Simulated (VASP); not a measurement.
Write the native input for VASP 6.6.1 that does the following.

```
Task                   : single point
Functional             : BLYP
Potentials or basis    : VASP PAW PBE potentials, release 64 (Mg)
Cutoff                 : 520 eV
k mesh                 : 18 × 18 × 10
Occupations            : fermi-dirac, width 0.1 eV
Spin                   : no spin polarisation
Dipole correction      : no
Further INCAR settings : ALGO = Normal; EDIFF = 1e-06; NBANDS = 9
```

The structure of Mg lies in POSCAR:

```
Mg
1.0
    3.2162540886      0.0000000000      0.0000000000
   -1.6081270443      2.7853577458      0.0000000000
    0.0000000000      0.0000000000      5.2290504540
Mg
2
Direct
    0.3333333333      0.6666666667      0.2500000000
    0.6666666667      0.3333333333      0.7500000000
```

These files were run (other wordings do the same):

INCAR

```
PREC = Accurate ; ENCUT = 520
EDIFF = 1E-6 ; ISMEAR = -1
SIGMA = 0.1 ; LREAL = F
LASPH = T ; NELM = 100
ALGO = Normal ; ISIF = 2
LWAVE = F ; LCHARG = T
GGA = B5 ; ALDAX = 1.0
AGGAX = 1.0 ; AGGAC = 1.0
ALDAC = 0.0 ; LELF = T
LVHAR = T ; NBANDS = 9
```

KPOINTS

```
regular mesh
0
Gamma
  18 18 10
```

Potentials or basis: VASP PAW PBE potentials, release 64 (Mg).

Run with:

```console
$ cat potpaw_PBE.64/Mg/POTCAR > POTCAR
$ mpirun -np 1 vasp_std > vasp.out
```

Results of the run:

The pressure is 0.0 GPa and the band gap on the k mesh is zero (band 2 reaches 4.02 eV, above the bottom of band 3 at 1.64 eV).

Caveat: the PAW data sets were made with another functional, which shifts forces and pressure a little.

Wall time 35 s on 1 thread of Intel(R) Xeon(R) Platinum 8375C CPU @ 2.90GHz (Ice Lake), with other jobs on the host, peak memory 0.22 GiB.
